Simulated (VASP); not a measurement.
Set up this calculation in VASP 6.6.1, as the native input.

* Task: single point
* Functional: HSE06
* Potentials or basis: VASP PAW PBE potentials, release 64 (Zn, S)
* Cutoff: 520 eV
* k mesh: 6 × 6 × 6
* Occupations: gaussian, width 0.01 eV
* Spin: no spin polarisation
* Dipole correction: no
* Grid for exact exchange (PRECFOCK): Normal
* Further INCAR settings: ALGO = Normal; EDIFF = 1e-06; NBANDS = 16
* Share of exact exchange: 0.25
* Screening parameter: 0.2079 1/Å

Crystal: ZnS.

```xyz
2
Lattice="0.0000 2.7218 2.7218 2.7218 0.0000 2.7218 2.7218 2.7218 0.0000" Properties=species:S:1:pos:R:3 pbc="T T T"
Zn    0.0000    0.0000    0.0000
S     4.0827    4.0827    4.0827
```

The input as run:

POSCAR

```
ZnS
1.0
    0.0000000000      2.7217879666      2.7217879666
    2.7217879666      0.0000000000      2.7217879666
    2.7217879666      2.7217879666      0.0000000000
Zn S
1 1
Direct
    0.0000000000      0.0000000000      0.0000000000
    0.7500000000      0.7500000000      0.7500000000
```

INCAR.step1

```
SYSTEM = ZnS
PREC     = Accurate       ! precision mode
ENCUT    = 520            ! plane-wave cutoff, eV
EDIFF    = 1E-5           ! SCF threshold, eV
ISMEAR   = 0              ! smearing method
SIGMA    = 0.01           ! smearing width, eV
LREAL    = .FALSE.        ! projectors in reciprocal space
LASPH    = .TRUE.         ! aspherical terms in the spheres
NELM     = 100            ! most SCF steps
ALGO     = Normal         ! electronic algorithm
ISIF     = 2              ! what is computed and relaxed
LWAVE    = .TRUE.         ! write WAVECAR
NBANDS   = 16             ! bands
GGA      = PE             ! functional
```

INCAR.step2

```
SYSTEM = ZnS
PREC     = Accurate       ! precision mode
ENCUT    = 520            ! plane-wave cutoff, eV
EDIFF    = 1E-6           ! SCF threshold, eV
ISMEAR   = 0              ! smearing method
SIGMA    = 0.01           ! smearing width, eV
LREAL    = .FALSE.        ! projectors in reciprocal space
LASPH    = .TRUE.         ! aspherical terms in the spheres
NELM     = 100            ! most SCF steps
ALGO     = Normal         ! electronic algorithm
ISIF     = 2              ! what is computed and relaxed
LWAVE    = .FALSE.        ! write WAVECAR
LCHARG   = .TRUE.         ! write CHGCAR
GGA      = PE             ! functional
LHFCALC  = .TRUE.         ! exact exchange
HFSCREEN = 0.2079         ! screening, 1/A
PRECFOCK = Normal       
LELF     = .TRUE.         ! ELF
LVHAR    = .TRUE.       
NBANDS   = 16             ! bands
ISTART   = 1
```

KPOINTS

```
Automatic mesh
0
G
  6 6 6
  0 0 0
```

Potentials or basis: VASP PAW PBE potentials, release 64 (Zn, S).

Run with:

```bash
$ cat potpaw_PBE.64/Zn/POTCAR potpaw_PBE.64/S/POTCAR > POTCAR
$ cp INCAR.step1 INCAR
$ mpirun -np 1 vasp_std > vasp.out
$ cp INCAR.step2 INCAR
$ mpirun -np 1 vasp_std > vasp.out
```

Results of the run:

The pressure is -0.8 GPa and the band gap on the k mesh is 3.22 eV.

Caveat: the PAW data sets were made with another functional, which shifts forces and pressure a little.

It took 78 min on 1 thread of Intel Xeon 8259CL (shared host), peak memory 0.3 GiB.
